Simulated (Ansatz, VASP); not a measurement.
## One calculation of Rh, two programs

```
Rh
1.0
     0.00000    1.99663    1.85401
     1.99663    0.00000    1.85401
     1.99663    1.99663    0.00000
Rh
1
Cartesian
  0.0000 0.0000 0.0000
```

Change from the starting cell: strain +0.050 along x and y, -0.025 along z, atoms carried along.

Alike in both runs: task single point; functional PBE; k mesh 22 × 22 × 22; no spin polarisation.

```csv
,VASP,Ansatz
version,VASP 6.6.1,Ansatz 0.2.0
potentials or method,"VASP PAW PBE potentials, release 64 (Rh_pv), cutoff 520 eV","scalar-relativistic, plane waves, PAW"
occupations,"methfessel-paxton of order 1, width 0.02 eV","cold, width 0.02 eV"
valence electrons in the cell,15,17
```

Ansatz gave:

```
gap on the k mesh at the Fermi level (eV)                     : none
pressure (GPa)                                                : -10.9
traceless stress, the component that is largest in VASP (GPa) : 8.99
```

Problem. Estimate VASP's values.

Solution. gap on the k mesh at the Fermi level (eV): none; pressure (GPa): -11.0; traceless stress, the component that is largest in VASP (GPa): 8.96.

A gap of «none» marks a metal or a gap that the smearing closes. VASP's potentials hold 15 valence electrons a cell and Ansatz's 17, so a difference there can come from the potentials and not from the codes.
